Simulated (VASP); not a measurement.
# Hg (P6_3/mmc) in VASP: notebook

Runs on Hg. Level: PBE. Tasks: single point.

Everything below comes from runs of VASP 6.6.1. Logs are shortened: lines on timing, memory, paths and dates and some standing lists are left out, and cuts for length are marked.

### 1 The cell of the first run

The structure is hexagonal, space group P6_3/mmc (No. 194). The conventional cell has a = 2.971 Å, b = 2.971 Å, c = 4.912 Å, α = 90.00°, β = 90.00°, γ = 120.00°. Within 3.9 Å of Hg (site symmetry -6m2) lie 12 Hg at 2.97 to 3.00 Å.

### 2 Single point, PBE

INCAR

```
  PREC = Accurate
  ENCUT = 520
  EDIFF = 1E-7
  ISMEAR = -1
  SIGMA = 0.05
  LREAL = False
  LASPH = True
  NELM = 80
  ALGO = Normal
  ISIF = 2
  LWAVE = False
  LCHARG = False
  GGA = PE
  NBANDS = 19
```

KPOINTS

```
Automatic mesh
0
Gamma
  14 14 8
```

POSCAR

```
Hg
1.0
    2.9710683802      0.0000000000      0.0000000000
   -1.4855341901      2.5730206936      0.0000000000
    0.0000000000      0.0000000000      4.9116196325
Hg
2
Direct
    0.3333333333      0.6666666667      0.2500000000
    0.6666666667      0.3333333333      0.7500000000
```

Potentials or basis: VASP PAW PBE potentials, release 64 (Hg).

Launch:

```console
$ cat potpaw_PBE.64/Hg/POTCAR > POTCAR
$ mpirun -np 1 vasp_std > vasp.out
```

OUTCAR:

```text
PREC = Accurate
   ENCUT = 520
   EDIFF = 1E-7
   ISMEAR = -1
   LREAL = False
   LASPH = True
   NELM = 80
   ISIF = 2
   GGA = PE

 ion  position               nearest neighbor table
   1  0.333  0.667  0.250-   2 3.00   2 3.00   2 3.00   2 3.00   2 3.00   2 3.00
   2  0.667  0.333  0.750-   1 3.00   1 3.00   1 3.00   1 3.00   1 3.00   1 3.00

  LATTYP: Found a hexagonal cell.
 ALAT       =     2.9710683802
 C/A-ratio  =     1.6531493066

  Lattice vectors:

 A1 = (   2.9710683802,   0.0000000000,   0.0000000000)
 A2 = (  -1.4855341901,   2.5730206936,   0.0000000000)
 A3 = (   0.0000000000,   0.0000000000,   4.9116196325)

Analysis of symmetry for initial positions (statically):
=====================================================================
 Subroutine PRICEL returns:
 Original cell was already a primitive cell.

 Routine SETGRP: Setting up the symmetry group for a
 hexagonal supercell.

 Subroutine GETGRP returns: Found 24 space group operations
 (whereof 12 operations were pure point group operations)
 out of a pool of 24 trial point group operations.

The static configuration has the point symmetry D_3d.
 The point group associated with its full space group is D_6h.

Analysis of symmetry for dynamics (positions and initial velocities):
=====================================================================
 Subroutine PRICEL returns:
 Original cell was already a primitive cell.

 Routine SETGRP: Setting up the symmetry group for a
 hexagonal supercell.

 Subroutine GETGRP returns: Found 24 space group operations
 (whereof 12 operations were pure point group operations)
 out of a pool of 24 trial point group operations.

The dynamic configuration has the point symmetry D_3d.
 The point group associated with its full space group is D_6h.

 Subroutine INISYM returns: Found 24 space group operations
 (whereof 12 operations are pure point group operations),
 and found     1 'primitive' translations

----------------------------------------------------------------------------------------

                                     Primitive cell

  volume of cell :      37.5475

  direct lattice vectors                    reciprocal lattice vectors
     2.971068380  0.000000000  0.000000000     0.336579261  0.194324127  0.000000000
    -1.485534190  2.573020694  0.000000000     0.000000000  0.388648254  0.000000000
     0.000000000  0.000000000  4.911619632     0.000000000  0.000000000  0.203598828

  length of vectors
     2.971068380  2.971068380  4.911619632     0.388648254  0.388648254  0.203598828

  position of ions in fractional coordinates (direct lattice)
     0.333333333  0.666666667  0.250000000
     0.666666667  0.333333333  0.750000000

  ion indices of the primitive-cell ions
   primitive index   ion index
                 1           1
                 2           2

----------------------------------------------------------------------------------------

 KPOINTS: Automatic mesh

Automatic generation of k-mesh.
 Grid dimensions read from file:
 generate k-points for:   14   14    8

 Generating k-lattice:

  Cartesian coordinates                     Fractional coordinates (reciprocal lattice)
     0.024041376  0.013880295  0.000000000     0.071428571 -0.000000000  0.000000000
     0.000000000  0.027760590  0.000000000     0.000000000  0.071428571  0.000000000
     0.000000000  0.000000000  0.025449853     0.000000000  0.000000000  0.125000000

  Length of vectors
     0.027760590  0.027760590  0.025449853

  Shift w.r.t. Gamma in fractional coordinates (k-lattice)
     0.000000000  0.000000000  0.000000000

 Subroutine IBZKPT returns following result:
 ===========================================

 Found    120 irreducible k-points:

 Following reciprocal coordinates:
            Coordinates               Weight
  0.000000  0.000000  0.000000      1.000000
  0.071429  0.000000  0.000000      6.000000
  0.142857  0.000000  0.000000      6.000000
  0.214286  0.000000  0.000000      6.000000
  0.285714  0.000000  0.000000      6.000000
  0.357143  0.000000  0.000000      6.000000
[... 16 lines left out ...]
  0.285714  0.285714  0.000000      6.000000
  0.357143  0.285714  0.000000      6.000000
 [... further k-points ...]
   k-points           NKPTS =    120   k-points in BZ     NKDIM =    120   number of bands    NBANDS=     19
   number of dos      NEDOS =    301   number of ions     NIONS =      2
   total plane-waves  NPLWV =  23040
   dimension x,y,z NGX =    24 NGY =   24 NGZ =   40
   dimension x,y,z NGXF=    48 NGYF=   48 NGZF=   80
   ions per type =               2
   NGX,Y,Z   is equivalent  to a cutoff of  13.43, 13.43, 13.54 a.u.
   NGXF,Y,Z  is equivalent  to a cutoff of  26.86, 26.86, 27.08 a.u.
 SYSTEM =  unknown system
   PREC   = accura    normal or accurate (medium, high low for compatibility)
   ISTART =      0    job   : 0-new  1-cont  2-samecut
   ICHARG =      2    charge: 1-file 2-atom 10-const
[... 37 lines left out ...]
 non-spin polarized calculation
  energy-cutoff  :      520.00
  volume of cell :       37.55
 maximum number of plane-waves:      1050
 NGX is ok and might be reduce to    24

 number of electron      23.9999996 magnetization

 Free energy of the ion-electron system (eV)
  ---------------------------------------------------
  ext. energy  EPLUGINS =         0.00000000
  ---------------------------------------------------
  free energy    TOTEN  =         0.62301225 eV

  energy without entropy =        0.62908492  energy(sigma->0) =        0.62604859

 E-fermi :   5.1579     XC(G=0): -12.1749

 val. band max:        5.0979042239   @ k =   0.4286   0.0000   0.2500
 cond. band min:       5.1588703466   @ k =   0.4286   0.1429   0.5000
 fundamental gap:      0.0609661227
 Fermi energy:         5.1579124293

 k-point     1 :       0.0000    0.0000    0.0000
  band No.  band energies     occupation
      1      -6.3100      2.00000
      2      -4.7287      2.00000
      3      -3.1338      2.00000
      4      -2.9819      2.00000
      5      -2.9819      2.00000
      6      -2.7697      2.00000
[... 11 lines left out ...]
     18      20.5113      0.00000
     19      22.6734      0.00000

 k-point     2 :       0.0714    0.0000    0.0000
  band No.  band energies     occupation
      1      -6.1669      2.00000
      2      -4.6328      2.00000
      3      -3.1875      2.00000
      4      -2.9270      2.00000
      5      -2.9047      2.00000
      6      -2.7982      2.00000
[... 11 lines left out ...]
     18      21.0532      0.00000
     19      22.9212      0.00000

 k-point     3 :       0.1429    0.0000    0.0000
  band No.  band energies     occupation
      1      -5.7572      2.00000
      2      -4.3883      2.00000
      3      -3.2909      2.00000
      4      -2.9110      2.00000
      5      -2.7257      2.00000
      6      -2.6826      2.00000
[... 11 lines left out ...]
     18      20.8890      0.00000
     19      21.3678      0.00000

 k-point     4 :       0.2143    0.0000    0.0000
  band No.  band energies     occupation
      1      -5.1633      2.00000
      2      -4.1726      2.00000
      3      -3.2811      2.00000
      4      -3.0537      2.00000
      5      -2.9773      2.00000
      6      -2.6646      2.00000
[... 11 lines left out ...]
     18      19.1296      0.00000
     19      20.5829      0.00000

 k-point     5 :       0.2857    0.0000    0.0000
  band No.  band energies     occupation
      1      -4.6113      2.00000
      2      -4.1970      2.00000
      3      -3.4694      2.00000
      4      -2.9612      2.00000
      5      -2.9277      2.00000
      6      -2.8073      2.00000
[... 11 lines left out ...]
     18      19.1688      0.00000
     19      19.7456      0.00000
[... 334 lines left out ...]
      2      -3.8725      2.00000
      3      -3.7241      2.00000
      4      -3.1211      2.00000
      5      -2.9933      2.00000
      6      -2.6835      2.00000
[... 11 lines left out ...]
     18      15.0911      0.00000
     19      16.3381      0.00000

 k-point    22 :       0.3571    0.2143    0.0000
  band No.  band energies     occupation
      1      -4.0373      2.00000
      2      -3.8948      2.00000
      3      -3.7461      2.00000
      4      -3.0926      2.00000
      5      -2.8079      2.00000
      6      -2.7476      2.00000
[... 11 lines left out ...]
     18      14.6522      0.00000
     19      16.1353      0.00000

 k-point    23 :       0.2857    0.2857    0.0000
  band No.  band energies     occupation
      1      -4.0227      2.00000
      2      -3.6964      2.00000
      3      -3.5765      2.00000
      4      -3.1006      2.00000
      5      -3.0143      2.00000
      6      -2.8271      2.00000
[... 11 lines left out ...]
     18      13.7077      0.00000
     19      15.5824      0.00000

 k-point    24 :       0.3571    0.2857    0.0000
  band No.  band energies     occupation
      1      -4.0500      2.00000
      2      -3.6046      2.00000
      3      -3.5685      2.00000
      4      -3.0475      2.00000
      5      -3.0085      2.00000
      6      -2.9244      2.00000
[... 11 lines left out ...]
     18      12.7561      0.00000
     19      15.3870      0.00000

 [... further k-points ...]
[... 5 lines left out ...]
  --------------------------------------------------------------------------------------
  -------------------------------------------------------------------------------------
  Total        6.2680230      6.2680230      6.2001214      0.0000000      0.0000000      0.0000000
  in kB      267.4610271    267.4610271    264.5636196      0.0000000      0.0000000      0.0000000
  external PRESSURE =     266.4952246 kB  Pullay stress =       0.0000000 kB

 VOLUME and BASIS-vectors are now :
 -----------------------------------------------------------------------------
  energy-cutoff  :      520.00
  volume of cell :       37.55
      direct lattice vectors                 reciprocal lattice vectors
     2.971068380  0.000000000  0.000000000     0.336579261  0.194324127  0.000000000
    -1.485534190  2.573020694  0.000000000     0.000000000  0.388648254  0.000000000
     0.000000000  0.000000000  4.911619632     0.000000000  0.000000000  0.203598828

 POSITION                                       TOTAL-FORCE (eV/Angst)
 -----------------------------------------------------------------------------------
     -0.00000      1.71535      1.22790         0.000000     -0.000000      0.000000
      1.48553      0.85767      3.68371        -0.000000      0.000000      0.000000
 -----------------------------------------------------------------------------------
    total drift:                               -0.000000      0.000000     -0.000000

  FREE ENERGIE OF THE ION-ELECTRON SYSTEM (eV)
  ---------------------------------------------------
  free  energy   TOTEN  =         0.6230122514 eV

  energy  without entropy=        0.6290849198  energy(sigma->0) =        0.62604859
```

Wall time 57 s (1 thread of Intel Xeon Platinum 8259CL at 2.50GHz (Skylake/Cascade Lake), shared host); peak memory 0.21 GiB.

What came out:

| Property | Result |
| --- | --- |
| Free energy | 0.6230 eV |
| Pressure | 26.6 GPa |
| Band gap on the k mesh | zero (band 12 reaches 5.58 eV, above the bottom of band 13 at 3.71 eV) |

Caveat: spin-orbit coupling is left out, which moves the levels of the heavy elements.

### 3 Single point, PBE

INCAR

```
SYSTEM = Hg
ALGO = Normal
EDIFF = 1E-6
ENCUT = 520
GGA = PE
ISIF = 2
ISMEAR = -1
LASPH = .TRUE.
LCHARG = .FALSE.
LREAL = .FALSE.
LWAVE = .FALSE.
NBANDS = 19
NELM = 100
PREC = Accurate
SIGMA = 0.05
```

KPOINTS

```
k-points
0
G
  14 14 8
  0 0 0
```

POSCAR is that of step 2.

Potentials or basis: VASP PAW PBE potentials, release 64 (Hg).

Launch:

```console
$ cat potpaw_PBE.64/Hg/POTCAR > POTCAR
$ mpirun -np 1 vasp_std > vasp.out
```

Run time: 70 s. Hardware: 1 thread of Intel Xeon Platinum 8259CL at 2.50GHz (Skylake/Cascade Lake), shared host; peak memory 0.21 GiB.

The run converged. Its results:

| Property | Result |
| --- | --- |
| Free energy | 0.6230 eV |
| Pressure | 26.7 GPa |
| Band gap on the k mesh | zero (band 12 reaches 5.58 eV, above the bottom of band 13 at 3.71 eV) |

Stress tensor (GPa, compression positive):
```
26.75  0.00  0.00
 0.00 26.75  0.00
 0.00  0.00 26.46
```

Levels at points of the mesh, in eV from the Fermi level:
```
           k point  band 10  band 11  band 12  band 13  band 14  band 15
(0.00, 0.00, 0.00)    -6.53    -6.53    -3.09    -1.45    13.29    14.67
(0.50, 0.00, 0.00)    -6.22    -3.03    -2.46     2.79     3.45     4.07
(0.00, 0.00, 0.50)    -6.86    -6.86    -6.86     7.25     7.25    13.58
(0.50, 0.00, 0.50)    -6.27    -2.13    -2.13    -0.22    -0.22    10.28
```

Caveat: spin-orbit coupling is left out, which moves the levels of the heavy elements.

### 4 Single point, PBE

This run uses another cell than the first one, of 21.28 Å³/atom, 1.133 times its volume.

INCAR

```
PREC     = Accurate       # precision mode
ENCUT    = 520            # plane-wave cutoff, eV
EDIFF    = 1E-6           # SCF threshold, eV
ISMEAR   = -1             # smearing method
SIGMA    = 0.05           # smearing width, eV
LREAL    = False          # projectors in reciprocal space
LASPH    = True           # aspherical terms in the spheres
NELM     = 60             # most SCF steps
ALGO     = Normal         # electronic algorithm
ISIF     = 2              # what is computed and relaxed
LWAVE    = False          # write WAVECAR
LCHARG   = False          # write CHGCAR
GGA      = PE             # functional
NBANDS   = 19             # bands
```

KPOINTS

```
Automatic mesh
0
Gamma
  14 14 8
```

POSCAR

```
Hg
1.0
    3.1091543073      0.0000000000      0.0000000000
   -1.5545771537      2.6926066144      0.0000000000
    0.0000000000      0.0000000000      5.0830353551
Hg
2
Direct
    0.3333333333      0.6666666667      0.2500000000
    0.6666666667      0.3333333333      0.7500000000
```

Launch:

```console
$ cat potpaw_PBE.64/Hg/POTCAR > POTCAR
$ mpirun -np 1 vasp_std > vasp.out
```

Run time: 60 s. Hardware: 1 thread of Intel Xeon Platinum 8259CL at 2.50GHz (Skylake/Cascade Lake), shared host; peak memory 0.21 GiB.

The run converged. Its results:

```
Free energy            : 0.0472 eV
Pressure               : 11.8 GPa
Band gap on the k mesh : zero (band 12 reaches 3.94 eV, above the bottom of band 13 at 2.26 eV)
```

Levels at points of the mesh, in eV from the Fermi level:
| k point | band 9 | band 10 | band 11 | band 12 | band 13 | band 14 | band 15 | band 16 |
| --- | --- | --- | --- | --- | --- | --- | --- | --- |
| (0.00, 0.00, 0.00) | -6.87 | -6.05 | -6.05 | -2.09 | -1.38 | 13.30 | 13.55 | 13.55 |
| (0.50, 0.00, 0.00) | -5.91 | -5.84 | -2.50 | -2.35 | 3.02 | 3.14 | 4.17 | 7.27 |
| (0.00, 0.00, 0.50) | -6.32 | -6.32 | -6.32 | -6.32 | 7.09 | 7.09 | 13.56 | 13.56 |
| (0.50, 0.00, 0.50) | -5.88 | -5.88 | -1.49 | -1.49 | -0.26 | -0.26 | 9.76 | 9.76 |

Caveat: spin-orbit coupling is left out, which moves the levels of the heavy elements.

### 5 Single point, PBE

INCAR

```
SYSTEM = Hg
PREC     = Accurate       ! precision mode
ENCUT    = 520            ! plane-wave cutoff, eV
EDIFF    = 1E-6           ! SCF threshold, eV
ISMEAR   = -1             ! smearing method
SIGMA    = 0.05           ! smearing width, eV
LREAL    = .FALSE.        ! projectors in reciprocal space
LASPH    = .TRUE.         ! aspherical terms in the spheres
NELM     = 80             ! most SCF steps
ALGO     = Normal         ! electronic algorithm
ISIF     = 2              ! what is computed and relaxed
LWAVE    = .FALSE.        ! write WAVECAR
LCHARG   = .FALSE.        ! write CHGCAR
GGA      = PE             ! functional
NBANDS   = 19             ! bands
```

KPOINTS

```
Automatic mesh
0
G
  14 14 8
  0 0 0
```

POSCAR is that of step 4.

Launch:

```console
$ cat potpaw_PBE.64/Hg/POTCAR > POTCAR
$ mpirun -np 1 vasp_std > vasp.out
```

Wall time 54 s (1 thread of Intel Xeon Platinum 8259CL at 2.50GHz (Skylake/Cascade Lake), shared host); peak memory 0.21 GiB.

It converged, with:

```yaml
Free_energy: 0.0472 eV
Pressure: 11.8 GPa
Band_gap_on_the_k_mesh: zero (band 12 reaches 3.94 eV, above the bottom of band 13 at 2.26 eV)
```

Levels at points of the mesh, in eV from the Fermi level:
| k point | band 9 | band 10 | band 11 | band 12 | band 13 | band 14 | band 15 | band 16 |
| --- | --- | --- | --- | --- | --- | --- | --- | --- |
| (0.00, 0.00, 0.00) | -6.87 | -6.05 | -6.05 | -2.09 | -1.38 | 13.30 | 13.55 | 13.55 |
| (0.50, 0.00, 0.00) | -5.91 | -5.84 | -2.50 | -2.35 | 3.02 | 3.14 | 4.17 | 7.27 |
| (0.00, 0.00, 0.50) | -6.32 | -6.32 | -6.32 | -6.32 | 7.09 | 7.09 | 13.56 | 13.56 |
| (0.50, 0.00, 0.50) | -5.88 | -5.88 | -1.49 | -1.49 | -0.26 | -0.26 | 9.76 | 9.76 |

Caveat: spin-orbit coupling is left out, which moves the levels of the heavy elements.

### 6 Single point, PBE

This run uses another cell than the first one, of 23.78 Å³/atom, 1.267 times its volume.

INCAR

```
SYSTEM = Hg
PREC = Accurate ; ENCUT = 520
EDIFF = 1E-6 ; ISMEAR = -1
SIGMA = 0.05 ; LREAL = .FALSE.
LASPH = .TRUE. ; NELM = 60
ALGO = Normal ; ISIF = 2
LWAVE = .FALSE. ; LCHARG = .FALSE.
GGA = PE ; NBANDS = 19
```

KPOINTS is that of step 5.

POSCAR

```
Hg
1.0
    3.2430648125      0.0000000000      0.0000000000
   -1.6215324062      2.8085765137      0.0000000000
    0.0000000000      0.0000000000      5.2215700303
Hg
2
Direct
    0.3333333333      0.6666666667      0.2500000000
    0.6666666667      0.3333333333      0.7500000000
```

Potentials or basis: VASP PAW PBE potentials, release 64 (Hg).

Launch:

```console
$ cat potpaw_PBE.64/Hg/POTCAR > POTCAR
$ mpirun -np 1 vasp_std > vasp.out
```

Wall time 57 s (1 thread of Intel Xeon Platinum 8259CL at 2.50GHz (Skylake/Cascade Lake), shared host); peak memory 0.22 GiB.

It converged, with:

| Item | Value |
| --- | --- |
| Free energy | -0.2045 eV |
| Pressure | 5.1 GPa |
| Band gap on the k mesh | zero (band 12 reaches 2.66 eV, above the bottom of band 13 at 1.21 eV) |

Levels at points of the mesh, in eV from the Fermi level:
| k point | band 9 | band 10 | band 11 | band 12 | band 13 | band 14 | band 15 | band 16 |
| --- | --- | --- | --- | --- | --- | --- | --- | --- |
| (0.00, 0.00, 0.00) | -6.42 | -5.72 | -5.72 | -1.31 | -1.28 | 12.50 | 12.50 | 13.14 |
| (0.50, 0.00, 0.00) | -5.60 | -5.57 | -2.30 | -2.12 | 2.92 | 3.22 | 4.22 | 7.00 |
| (0.00, 0.00, 0.50) | -5.94 | -5.94 | -5.94 | -5.94 | 7.00 | 7.00 | 13.38 | 13.38 |
| (0.50, 0.00, 0.50) | -5.61 | -5.61 | -1.18 | -1.18 | -0.14 | -0.14 | 9.25 | 9.25 |

Caveat: spin-orbit coupling is left out, which moves the levels of the heavy elements.

### 7 Overview

```tsv
cell	gap on the mesh (eV)	pressure (GPa)
a = 2.971, b = 2.971, c = 4.912 Å, angles 90.0, 90.0, 120.0°, 2 atoms	none	26.7
a = 3.109, b = 3.109, c = 5.083 Å, angles 90.0, 90.0, 120.0°, 2 atoms	none	11.8
a = 3.243, b = 3.243, c = 5.222 Å, angles 90.0, 90.0, 120.0°, 2 atoms	none	5.1
```

Alike in all rows: task single point; level PBE; potentials or basis VASP PAW PBE potentials, release 64 (Hg); no spin polarisation; k mesh 14 × 14 × 8; cutoff (eV) 520; smearing fermi-dirac 0.05 eV.

Caveats: spin-orbit coupling is left out, which moves the levels of the heavy elements.

Absolute energies hang on the potentials; compare differences alone.
